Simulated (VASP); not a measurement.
# Sr: single point with PBEsol

Sr:

```
Sr
1.0
    -2.33628    2.33628    2.33628
     2.33628   -2.33628    2.33628
     2.33628    2.33628   -2.33628
Sr
1
Direct
  0.00000 0.00000 0.00000
```

| Item | Value |
| --- | --- |
| Program | VASP 6.6.1 |
| Task | single point |
| Functional | PBEsol |
| Potentials or basis | VASP PAW PBE potentials, release 64 (Sr_sv) |
| Cutoff | 520 eV |
| k mesh | 12 × 12 × 12 |
| Occupations | gaussian, width 0.1 eV |
| Spin | no spin polarisation |

```
Pressure               : 0.0 GPa
Band gap on the k mesh : zero (band 5 reaches 2.12 eV, above the bottom of band 6 at 1.52 eV)
```

Levels at points of the mesh, in eV from the Fermi level:
| k point | band 1 | band 2 | band 3 | band 4 | band 5 | band 6 | band 7 | band 8 | band 9 | band 10 |
| --- | --- | --- | --- | --- | --- | --- | --- | --- | --- | --- |
| (0.00, 0.00, 0.00) | -36.38 | -18.26 | -18.26 | -18.26 | -3.76 | 2.45 | 2.45 | 2.45 | 3.89 | 3.89 |
| (0.50, 0.00, 0.00) | -36.36 | -18.53 | -18.35 | -18.26 | -1.06 | 0.35 | 1.21 | 3.72 | 4.43 | 5.77 |
| (0.50, 0.50, 0.50) | -36.34 | -18.45 | -18.45 | -18.45 | -0.23 | -0.23 | 3.92 | 3.92 | 3.92 | 5.33 |

Run time: 18 s on 1 thread of Intel(R) Xeon(R) 6975P-C (Granite Rapids) (shared host), peak memory 0.19 GiB.

Caveat: the PAW data sets were made with another functional, which shifts forces and pressure a little.
